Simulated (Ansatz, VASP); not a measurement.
**C in VASP and in Ansatz**

Contents of INCAR:

```
SYSTEM = C
PREC = Accurate
ENCUT = 520
EDIFF = 1E-6
ISMEAR = 0
SIGMA = 0.05
LREAL = .False.
LASPH = .True.
NELM = 60
ALGO = Normal
ISIF = 2
LWAVE = .False.
LCHARG = .True.
LELF = .True.
LVHAR = .True.
NBANDS = 21
```

Contents of KPOINTS:

```
regular mesh
0
Gamma
  12 12 3
  0 0 0
```

The input POSCAR:

```
C
1.0
    0.0000000000      2.4448680940      0.0000000000
   -2.1172982845      1.2224340470      0.0115975242
    0.0760215790      0.0000000000     12.9886657260
C
6
Direct
    0.5000440903     -0.0000881807      0.1282234354
    0.8335547196      0.3328905609      0.6409123243
    0.1667994050      0.6664011901      0.3845678799
    0.5001332144      0.9997335712      0.3844910879
    0.8333778998      0.3332442004      0.1281466434
    0.1668885290      0.6662229420      0.6408355323
```

Input for Ansatz:

```yaml
crystal:
  lattice:
    - [0.0, 2.444868094, 0.0]
    - [-2.1172982845, 1.222434047, 0.0115975242]
    - [0.076021579, 0.0, 12.988665726]
  atoms:
    - { symbol: C, position: [0.5000440903, -8.81807e-05, 0.1282234354] }
    - { symbol: C, position: [0.8335547196, 0.3328905609, 0.6409123243] }
    - { symbol: C, position: [0.166799405, 0.6664011901, 0.3845678799] }
    - { symbol: C, position: [0.5001332144, 0.9997335712, 0.3844910879] }
    - { symbol: C, position: [0.8333778998, 0.3332442004, 0.1281466434] }
    - { symbol: C, position: [0.166888529, 0.666222942, 0.6408355323] }
basis:
  ecutwfc: 420
kpoints:
  mp_grid: { grid: [12, 12, 3] }
hamiltonian:
  xc: lda
scf:
  occupations: { method: gaussian, width: 0.05 }
output:
  forces: true
  stress: true
  eigenvalues: true
```

Alike in both runs: task single point; functional LDA; k mesh 12 × 12 × 3; occupations gaussian, width 0.05 eV; no spin polarisation.

```csv
,VASP,Ansatz
version,VASP 6.6.1,Ansatz 0.2.0
potentials or method,"VASP PAW LDA potentials, release 64 (C), cutoff 520 eV","scalar-relativistic, plane waves, PAW"
valence electrons in the cell,24,24
```

```csv
,VASP,Ansatz,Ansatz less VASP
gap on the k mesh at the Fermi level (eV),0.02,0.02,0.000
least direct gap on the mesh (eV),0.02,0.02,0.000
pressure (GPa),0.6,0.0,-0.63
"traceless stress, the component that is largest in VASP (GPa)",-0.85,-0.13,+0.718
rms of the force components (eV/Å),0.005,0.005,0.0000
```

LDA's correlation is that of Perdew and Zunger in VASP and of Perdew and Wang (1992) in Ansatz. Atom by atom the forces differ by 0.000 eV/Å (rms over components).
